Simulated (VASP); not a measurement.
# Zr in VASP: single point with PBE

Aim: the single point of Zr with PBE.

All numbers are computed with VASP 6.6.1; they aren't measurements. Logs are shortened: lines on timing, memory, paths and dates and some standing lists are left out, and cuts for length are marked.

## Step 1: The cell of the first run

The cell holds a wire with vacuum, 4 atoms: a = 12.000 Å, b = 9.300 Å, c = 5.762 Å, α = 90.00°, β = 90.00°, γ = 90.00°.

## Step 2: Single point, PBE, collinear spin, ferromagnetic start

Contents of INCAR:

```
  PREC = Accurate
  ENCUT = 520
  EDIFF = 1E-6
  ISMEAR = 0
  SIGMA = 0.05
  LREAL = False
  LASPH = True
  NELM = 150
  ALGO = Normal
  ISIF = 2
  LWAVE = False
  LCHARG = False
  ISPIN = 2
  MAGMOM = 1.5 1.5 1.5 1.5
  LORBIT = 11
  LMAXMIX = 4
  GGA = PE
  NBANDS = 36
```

Contents of KPOINTS:

```
regular mesh
0
Gamma
  1 1 11
```

Contents of POSCAR:

```
Zr
1.0
   12.0000000000      0.0000000000      0.0000000000
    0.0000000000      9.3000000000      0.0000000000
    0.0000000000      0.0000000000      5.7620566408
Zr
4
Direct
    0.3739550110      0.5000000000      0.0000000000
    0.3739550110      0.5000000000      0.5000000000
    0.6260449890      0.5000000000      0.0000000000
    0.6260449890      0.5000000000      0.5000000000
```

Potentials or basis: VASP PAW PBE potentials, release 64 (Zr_sv).

The run is started by

```console
cat potpaw_PBE.64/Zr_sv/POTCAR > POTCAR
mpirun -np 1 vasp_std > vasp.out
```

OUTCAR:

```text
PREC = Accurate
   ENCUT = 520
   EDIFF = 1E-6
   ISMEAR = 0
   LREAL = False
   LASPH = True
   NELM = 150
   ISIF = 2
   ISPIN = 2
   LORBIT = 11
   GGA = PE

 ion  position               nearest neighbor table
   1  0.374  0.500  0.000-   2 2.88   2 2.88   3 3.03
   2  0.374  0.500  0.500-   1 2.88   1 2.88   4 3.03
   3  0.626  0.500  0.000-   4 2.88   4 2.88   1 3.03
   4  0.626  0.500  0.500-   3 2.88   3 2.88   2 3.03

  LATTYP: Found a simple orthorhombic cell.
 ALAT       =     5.7620566408
 B/A-ratio  =     1.6140070429
 C/A-ratio  =     2.0825897328

  Lattice vectors:

 A1 = (   0.0000000000,   0.0000000000,  -5.7620566408)
 A2 = (   0.0000000000,   9.3000000000,   0.0000000000)
 A3 = (  12.0000000000,   0.0000000000,   0.0000000000)

Analysis of symmetry for initial positions (statically):
=====================================================================
 Subroutine PRICEL returns following result:

  LATTYP: Found a simple orthorhombic cell.
 ALAT       =     2.8810283204
 B/A-ratio  =     3.2280140859
 C/A-ratio  =     4.1651794656
[... 12 lines left out ...]
 Subroutine GETGRP returns: Found  8 space group operations
 (whereof  8 operations were pure point group operations)
 out of a pool of  8 trial point group operations.

The static configuration has the point symmetry D_2h.

Analysis of symmetry for dynamics (positions and initial velocities):
=====================================================================
 Subroutine PRICEL returns following result:

  LATTYP: Found a simple orthorhombic cell.
 ALAT       =     2.8810283204
 B/A-ratio  =     3.2280140859
 C/A-ratio  =     4.1651794656
[... 12 lines left out ...]
 Subroutine GETGRP returns: Found  8 space group operations
 (whereof  8 operations were pure point group operations)
 out of a pool of  8 trial point group operations.

The dynamic configuration has the point symmetry D_2h.

Analysis of structural, dynamic, and magnetic symmetry:
=====================================================================
 Subroutine PRICEL returns following result:

  LATTYP: Found a simple orthorhombic cell.
 ALAT       =     2.8810283204
 B/A-ratio  =     3.2280140859
 C/A-ratio  =     4.1651794656
[... 12 lines left out ...]
 Subroutine GETGRP returns: Found  8 space group operations
 (whereof  8 operations were pure point group operations)
[... 106 lines left out ...]
  Thomas-Fermi vector in A             =   1.770345
   LORBIT       =     11    0 simple, 1 ext, 2 COOP (PROOUT), +10 PAW based schemes
   GGA     = PE    functional components
   LHFCALC =     F    Hartree Fock is set to
   AEXX    =    0.0000 exact exchange contribution
   IVDW    =     0    specifies the selected vdW correction
   LEPSILON=     F    determine dielectric tensor
   LRPA    =     F    only Hartree local field effects (RPA)
 spin polarized calculation
 Gauss-broadening in eV      SIGMA  =   0.05
  energy-cutoff  :      520.00
  volume of cell :      643.05
 maximum number of plane-waves:     17355
 NGX is ok and might be reduce to    90
   NGX = 45   NGY = 35   NGZ = 21

 number of electron      47.9999998 magnetization       4.2294918

 Free energy of the ion-electron system (eV)
  ---------------------------------------------------
  ext. energy  EPLUGINS =         0.00000000
  ---------------------------------------------------
  free energy    TOTEN  =       -21.51746140 eV

  energy without entropy =      -21.51234593  energy(sigma->0) =      -21.51490367

 E-fermi :  -1.5202     XC(G=0):  -3.2764

 val. band max:       -1.5637091003   @ k =   0.0000   0.0000   0.4545
 cond. band min:      -1.4958848998   @ k =   0.0000   0.0000   0.3636
 fundamental gap:      0.0678242005
 Fermi energy:        -1.5202442653

 spin component 1

 k-point     1 :       0.0000    0.0000    0.0000
  band No.  band energies     occupation
      1     -50.9476      1.00000
      2     -50.9026      1.00000
      3     -50.7979      1.00000
      4     -50.7547      1.00000
      5     -29.3569      1.00000
      6     -29.3003      1.00000
[... 223 lines left out ...]
     35      -0.4235      0.00000
     36       0.1446      0.00000
 Fermi energy:        -1.5202442653

 spin component 2

 k-point     1 :       0.0000    0.0000    0.0000
  band No.  band energies     occupation
      1     -50.6116      1.00000
      2     -50.5697      1.00000
      3     -50.4636      1.00000
      4     -50.4235      1.00000
      5     -28.9672      1.00000
      6     -28.9113      1.00000
[... 223 lines left out ...]
     35       0.2868      0.00000
     36       0.6132      0.00000

------------------------ aborting loop because EDIFF is reached ----------------------------------------

  FORCE on cell =-STRESS in cart. coord.  units (eV):
  Direction    XX          YY          ZZ          XY          YZ          ZX
  --------------------------------------------------------------------------------------
  -------------------------------------------------------------------------------------
  Total       -5.1004319     -0.1645288     -9.1417600      0.0000000      0.0000000      0.0000000
  in kB      -12.7079593     -0.4099309    -22.7771132      0.0000000      0.0000000      0.0000000
  external PRESSURE =     -11.9650011 kB  Pullay stress =       0.0000000 kB

 VOLUME and BASIS-vectors are now :
 -----------------------------------------------------------------------------
  energy-cutoff  :      520.00
  volume of cell :      643.05
      direct lattice vectors                 reciprocal lattice vectors
    12.000000000  0.000000000  0.000000000     0.083333333  0.000000000  0.000000000
     0.000000000  9.300000000  0.000000000     0.000000000  0.107526882  0.000000000
     0.000000000  0.000000000  5.762056641     0.000000000  0.000000000  0.173549144

 POSITION                                       TOTAL-FORCE (eV/Angst)
 -----------------------------------------------------------------------------------
      4.48746      4.65000      0.00000         0.852023      0.000000      0.000000
      4.48746      4.65000      2.88103         0.852023      0.000000     -0.000000
      7.51254      4.65000      0.00000        -0.852023     -0.000000      0.000000
      7.51254      4.65000      2.88103        -0.852023     -0.000000      0.000000
 -----------------------------------------------------------------------------------
    total drift:                                0.000000      0.000000      0.000000

  FREE ENERGIE OF THE ION-ELECTRON SYSTEM (eV)
  ---------------------------------------------------
  free  energy   TOTEN  =       -21.5174613995 eV

  energy  without entropy=      -21.5123459347  energy(sigma->0) =      -21.51490367

 total charge

# of ion       s       p       d       tot
------------------------------------------
    1        2.228   5.893   1.715   9.836
    2        2.228   5.893   1.715   9.836
    3        2.228   5.893   1.715   9.836
    4        2.228   5.893   1.715   9.836
--------------------------------------------------
tot          8.911  23.571   6.861  39.343

 magnetization (x)

# of ion       s       p       d       tot
------------------------------------------
    1        0.043   0.012   0.501   0.556
    2        0.043   0.012   0.501   0.556
    3        0.043   0.012   0.501   0.556
    4        0.043   0.012   0.501   0.556
--------------------------------------------------
tot          0.170   0.048   2.005   2.223
```

Wall time 15 min (1 thread of Intel Xeon Platinum 8375C at 2.90GHz (Ice Lake), shared host); peak memory 0.91 GiB.

Results:

- Free energy: -21.5175 eV
- Largest force: 0.852 eV/Å
- Net moment: 4.23 μB per cell
- Site moments: Zr +0.56 μB
- Valence electrons inside the program's atomic spheres: Zr 9.84

Forces in eV/Å, atoms in the order of the input:
```
Zr   0.852  0.000  0.000
Zr   0.852  0.000  0.000
Zr  -0.852  0.000  0.000
Zr  -0.852  0.000  0.000
```

Levels at points of the mesh, in eV from the Fermi level:
Spin up:
```tsv
k point	band 22	band 23	band 24	band 25	band 26	band 27	band 28	band 29	band 30	band 31
(0.00, 0.00, 0.00)	-0.70	-0.62	-0.38	-0.33	-0.20	-0.18	0.63	0.65	0.78	0.86
```
Spin down:
| k point | band 18 | band 19 | band 20 | band 21 | band 22 | band 23 | band 24 | band 25 | band 26 | band 27 |
| --- | --- | --- | --- | --- | --- | --- | --- | --- | --- | --- |
| (0.00, 0.00, 0.00) | -1.60 | -1.30 | -0.80 | -0.61 | -0.37 | -0.25 | 0.28 | 0.40 | 0.66 | 0.84 |
